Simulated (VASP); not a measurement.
# Sn (I4_1/amd) in VASP: single point with PBE

Aim: the single point of Sn with PBE.

Program: VASP 6.6.1. These are calculated values, not measurements. Logs are shortened: lines on timing, memory, paths and dates and some standing lists are left out, and cuts for length are marked.

## 1. The cell of the first run

Symmetry: I4_1/amd, No. 141, tetragonal system. Conventional cell: a = 5.880 Å, b = 5.880 Å, c = 3.199 Å, α = 90.00°, β = 90.00°, γ = 90.00°. Sn (site symmetry -4m2) has 10 Sn at 3.05 to 3.79 Å within 4.0 Å.

## 2. Single point, PBE

INCAR

```
PREC = Accurate ; ENCUT = 520
EDIFF = 1E-7 ; ISMEAR = 1
SIGMA = 0.2 ; LREAL = False
LASPH = True ; NELM = 80
ALGO = Fast ; ISIF = 2
LWAVE = False ; LCHARG = False
GGA = PE ; NBANDS = 21
```

KPOINTS

```
Automatic mesh
0
Gamma
  18 18 18
```

POSCAR

```
Sn
1.0
   -2.9401404553      2.9401404553      1.5993019889
    2.9401404553     -2.9401404553      1.5993019889
    2.9401404553      2.9401404553     -1.5993019889
Sn
2
Direct
    0.7500000000      0.2500000000      0.5000000000
    0.0000000000      0.0000000000      0.0000000000
```

Potentials or basis: VASP PAW PBE potentials, release 64 (Sn_d).

The run is started by

```sh
> cat potpaw_PBE.64/Sn_d/POTCAR > POTCAR
> mpirun -np 1 vasp_std > vasp.out
```

OUTCAR:

```text
PREC = Accurate
   ENCUT = 520
   EDIFF = 1E-7
   ISMEAR = 1
   LREAL = False
   LASPH = True
   NELM = 80
   ISIF = 2
   GGA = PE

 ion  position               nearest neighbor table
   1  0.750  0.250  0.500-   2 3.05   2 3.05   2 3.05   2 3.05
   2  0.000  0.000  0.000-   1 3.05   1 3.05   1 3.05   1 3.05

  LATTYP: Found a body centered tetragonal cell.
 ALAT       =     5.8802809106
 C/A-ratio  =     0.5439542815

  Lattice vectors:

 A1 = (  -2.9401404553,   2.9401404553,   1.5993019889)
 A2 = (   2.9401404553,  -2.9401404553,   1.5993019889)
 A3 = (   2.9401404553,   2.9401404553,  -1.5993019889)

Analysis of symmetry for initial positions (statically):
=====================================================================
 Subroutine PRICEL returns:
 Original cell was already a primitive cell.

 Routine SETGRP: Setting up the symmetry group for a
 body centered tetragonal supercell.

 Subroutine GETGRP returns: Found 16 space group operations
 (whereof  8 operations were pure point group operations)
 out of a pool of 16 trial point group operations.

The static configuration has the point symmetry D_2d.
 The point group associated with its full space group is D_4h.

Analysis of symmetry for dynamics (positions and initial velocities):
=====================================================================
 Subroutine PRICEL returns:
 Original cell was already a primitive cell.

 Routine SETGRP: Setting up the symmetry group for a
 body centered tetragonal supercell.

 Subroutine GETGRP returns: Found 16 space group operations
 (whereof  8 operations were pure point group operations)
 out of a pool of 16 trial point group operations.

The dynamic configuration has the point symmetry D_2d.
 The point group associated with its full space group is D_4h.

 Subroutine INISYM returns: Found 16 space group operations
 (whereof  8 operations are pure point group operations),
 and found     1 'primitive' translations

----------------------------------------------------------------------------------------

                                     Primitive cell

  volume of cell :      55.3002

  direct lattice vectors                    reciprocal lattice vectors
    -2.940140455  2.940140455  1.599301989     0.000000000  0.170059903  0.312636390
     2.940140455 -2.940140455  1.599301989     0.170059903  0.000000000  0.312636390
     2.940140455  2.940140455 -1.599301989     0.170059903  0.170059903  0.000000000

  length of vectors
     4.454954393  4.454954393  4.454954393     0.355895888  0.355895888  0.240501021

  position of ions in fractional coordinates (direct lattice)
     0.750000000  0.250000000  0.500000000
     0.000000000  0.000000000  0.000000000

  ion indices of the primitive-cell ions
   primitive index   ion index
                 1           1
                 2           2

----------------------------------------------------------------------------------------

 KPOINTS: Automatic mesh

Automatic generation of k-mesh.
 Grid dimensions read from file:
 generate k-points for:   18   18   18

 Generating k-lattice:

  Cartesian coordinates                     Fractional coordinates (reciprocal lattice)
     0.000000000  0.009447772  0.017368688     0.055555556 -0.000000000  0.000000000
     0.009447772  0.000000000  0.017368688    -0.000000000  0.055555556  0.000000000
     0.009447772  0.009447772  0.000000000     0.000000000  0.000000000  0.055555556

  Length of vectors
     0.019771994  0.019771994  0.013361168

  Shift w.r.t. Gamma in fractional coordinates (k-lattice)
     0.000000000  0.000000000  0.000000000

 Subroutine IBZKPT returns following result:
 ===========================================

 Found    480 irreducible k-points:

 Following reciprocal coordinates:
            Coordinates               Weight
  0.000000  0.000000  0.000000      1.000000
  0.055556 -0.000000  0.000000      8.000000
  0.111111 -0.000000  0.000000      8.000000
  0.166667  0.000000  0.000000      8.000000
  0.222222 -0.000000  0.000000      8.000000
  0.277778 -0.000000  0.000000      8.000000
[... 16 lines left out ...]
 -0.277778  0.055556 -0.000000     16.000000
 -0.222222  0.055556 -0.000000     16.000000
 [... further k-points ...]
   k-points           NKPTS =    480   k-points in BZ     NKDIM =    480   number of bands    NBANDS=     21
   number of dos      NEDOS =    301   number of ions     NIONS =      2
   total plane-waves  NPLWV =  46656
   dimension x,y,z NGX =    36 NGY =   36 NGZ =   36
   dimension x,y,z NGXF=    72 NGYF=   72 NGZF=   72
   ions per type =               2
   NGX,Y,Z   is equivalent  to a cutoff of  13.43, 13.43, 13.43 a.u.
   NGXF,Y,Z  is equivalent  to a cutoff of  26.87, 26.87, 26.87 a.u.
 SYSTEM =  unknown system
   PREC   = accura    normal or accurate (medium, high low for compatibility)
   ISTART =      0    job   : 0-new  1-cont  2-samecut
   ICHARG =      2    charge: 1-file 2-atom 10-const
   ISPIN  =      1    spin polarized calculation?
   LNONCOLLINEAR =      F non collinear calculations
   LSORBIT =      F    spin-orbit coupling
   LASPH  =      T    aspherical Exc in radial PAW
   ENCUT  =  520.0 eV  38.22 Ry    6.18 a.u.   8.28  8.28  8.28*2*pi/ulx,y,z
   NELM   =     80;   NELMIN=  2; NELMDL= -5     # of ELM steps
   EDIFF  = 0.1E-06   stopping-criterion for ELM
   LREAL  =      F    real-space projection
   EDIFFG = 0.1E-05   stopping-criterion for IOM
   NSW    =      0    number of steps for IOM
   IBRION =     -1    ionic relax: 0-MD 1-quasi-New 2-CG
   NFREE  =      0    steps in history (QN), initial steepest desc. (CG)
   ISIF   =      2    stress and relaxation
   ISYM   =      2    0-nonsym 1-usesym 2-fastsym
   POTIM  = 0.5000    time-step for ionic-motion
   TEBEG  =    0.0;   TEEND  =   0.0 temperature during run
   PSTRESS=    0.0 pullay stress
   NELECT =      28.0000    total number of electrons
   NUPDOWN=      -1.0000    fix difference up-down
   EMIN   =  10.00;   EMAX   =-10.00  energy-range for DOS
   EFERMI =   0.00;   METHOD = LEGACY
   ISMEAR =     1;   SIGMA  =   0.20  broadening in eV -4-tet -1-fermi 0-gaus
   EFERMI_NEDOS =   21; number of points for ismear=-14 and -15
   IALGO  =     68    algorithm
   IMIX   =      4    mixing-type and parameters
     AMIX     =   0.40;   BMIX     =  1.00
     AMIX_MAG =   1.60;   BMIX_MAG =  1.00
  volume/ion in A,a.u.               =      27.65       186.59
  Fermi-wavevector in a.u.,A,eV,Ry     =   1.304824  2.465760 23.164816  1.702566
  Thomas-Fermi vector in A             =   2.435734
   LORBIT       =      0    0 simple, 1 ext, 2 COOP (PROOUT), +10 PAW based schemes
   GGA     = PE    functional components
   LHFCALC =     F    Hartree Fock is set to
   AEXX    =    0.0000 exact exchange contribution
   IVDW    =     0    specifies the selected vdW correction
   LEPSILON=     F    determine dielectric tensor
   LRPA    =     F    only Hartree local field effects (RPA)
 non-spin polarized calculation
 RMM-DIIS sequential band-by-band and
 Methfessel and Paxton  Order N= 1 SIGMA  =   0.20
  energy-cutoff  :      520.00
  volume of cell :       55.30
 maximum number of plane-waves:      1508
 NGX is ok and might be reduce to    36
   NGX = 17   NGY = 17   NGZ = 17

 number of electron      27.9999989 magnetization

 Free energy of the ion-electron system (eV)
  ---------------------------------------------------
  ext. energy  EPLUGINS =         0.00000000
  ---------------------------------------------------
  free energy    TOTEN  =        -7.60333023 eV

  energy without entropy =       -7.60254731  energy(sigma->0) =       -7.60306926

 E-fermi :   7.7410     XC(G=0): -10.2175

 val. band max:        7.7384653112   @ k =   0.4444   0.3333   0.0000
 cond. band min:       7.7416990088   @ k =  -0.2222   0.2778   0.2222
 fundamental gap:      0.0032336976
 Fermi energy:         7.7410255555

 k-point     1 :       0.0000    0.0000    0.0000
  band No.  band energies     occupation
      1     -13.8857      2.00000
      2     -13.8083      2.00000
      3     -13.7654      2.00000
      4     -13.7558      2.00000
      5     -13.6142      2.00000
      6     -13.6142      2.00000
[... 13 lines left out ...]
     20      17.4940      0.00000
     21      18.1665      0.00000

 k-point     2 :       0.0556   -0.0000    0.0000
  band No.  band energies     occupation
      1     -13.8839      2.00000
      2     -13.8023      2.00000
      3     -13.7633      2.00000
      4     -13.7488      2.00000
      5     -13.6187      2.00000
      6     -13.6183      2.00000
[... 13 lines left out ...]
     20      17.4485      0.00000
     21      17.7782      0.00000

 k-point     3 :       0.1111   -0.0000    0.0000
  band No.  band energies     occupation
      1     -13.8784      2.00000
      2     -13.7853      2.00000
      3     -13.7572      2.00000
      4     -13.7295      2.00000
      5     -13.6295      2.00000
      6     -13.6257      2.00000
[... 13 lines left out ...]
     20      16.6255      0.00000
     21      16.7201      0.00000

 k-point     4 :       0.1667    0.0000    0.0000
  band No.  band energies     occupation
      1     -13.8693      2.00000
      2     -13.7609      2.00000
      3     -13.7478      2.00000
      4     -13.7050      2.00000
      5     -13.6439      2.00000
      6     -13.6295      2.00000
[... 13 lines left out ...]
     20      15.8145      0.00000
     21      16.1563      0.00000

 k-point     5 :       0.2222   -0.0000    0.0000
  band No.  band energies     occupation
      1     -13.8578      2.00000
      2     -13.7365      2.00000
      3     -13.7357      2.00000
      4     -13.6886      2.00000
      5     -13.6594      2.00000
      6     -13.6243      2.00000
[... 13 lines left out ...]
     20      15.1633      0.00000
     21      16.1559      0.00000
[... 382 lines left out ...]
     20      14.9748      0.00000
     21      16.9710      0.00000

 k-point    22 :      -0.3333    0.0556   -0.0000
  band No.  band energies     occupation
      1     -13.8369      2.00000
      2     -13.7238      2.00000
      3     -13.7185      2.00000
      4     -13.7031      2.00000
      5     -13.6673      2.00000
      6     -13.6371      2.00000
[... 13 lines left out ...]
     20      15.0391      0.00000
     21      16.4095      0.00000

 k-point    23 :      -0.2778    0.0556   -0.0000
  band No.  band energies     occupation
      1     -13.8490      2.00000
      2     -13.7397      2.00000
      3     -13.7293      2.00000
      4     -13.7005      2.00000
      5     -13.6564      2.00000
      6     -13.6275      2.00000
[... 13 lines left out ...]
     20      15.4962      0.00000
     21      16.0640      0.00000

 k-point    24 :      -0.2222    0.0556   -0.0000
  band No.  band energies     occupation
      1     -13.8612      2.00000
      2     -13.7635      2.00000
      3     -13.7410      2.00000
      4     -13.7141      2.00000
      5     -13.6424      2.00000
      6     -13.6229      2.00000
[... 13 lines left out ...]
     20      16.0455      0.00000
     21      16.1887      0.00000

 [... further k-points ...]
[... 5 lines left out ...]
  --------------------------------------------------------------------------------------
  -------------------------------------------------------------------------------------
  Total        0.4553112      0.4553112      0.4318023      0.0000000     -0.0000000      0.0000000
  in kB       13.1914434     13.1914434     12.5103328      0.0000000     -0.0000000      0.0000000
  external PRESSURE =      12.9644065 kB  Pullay stress =       0.0000000 kB

 VOLUME and BASIS-vectors are now :
 -----------------------------------------------------------------------------
  energy-cutoff  :      520.00
  volume of cell :       55.30
      direct lattice vectors                 reciprocal lattice vectors
    -2.940140455  2.940140455  1.599301989     0.000000000  0.170059903  0.312636390
     2.940140455 -2.940140455  1.599301989     0.170059903  0.000000000  0.312636390
     2.940140455  2.940140455 -1.599301989     0.170059903  0.170059903  0.000000000

 POSITION                                       TOTAL-FORCE (eV/Angst)
 -----------------------------------------------------------------------------------
      0.00000      2.94014      0.79965        -0.000000     -0.000000     -0.000000
      0.00000      0.00000      0.00000         0.000000      0.000000      0.000000
 -----------------------------------------------------------------------------------
    total drift:                               -0.000000      0.000000     -0.000000

  FREE ENERGIE OF THE ION-ELECTRON SYSTEM (eV)
  ---------------------------------------------------
  free  energy   TOTEN  =        -7.6033302273 eV

  energy  without entropy=       -7.6025473134  energy(sigma->0) =       -7.60306926
```

It took 17 min on 1 thread of Intel Xeon 8259CL, shared host; peak memory 0.55 GiB.

What came out:

```yaml
Free_energy: -7.6033 eV
Pressure: 1.3 GPa
Band_gap_on_the_k_mesh: zero (bands 14 and 15 overlap by 4.28 eV)
```

Caveat: spin-orbit coupling is left out, which moves the levels of the heavy elements.
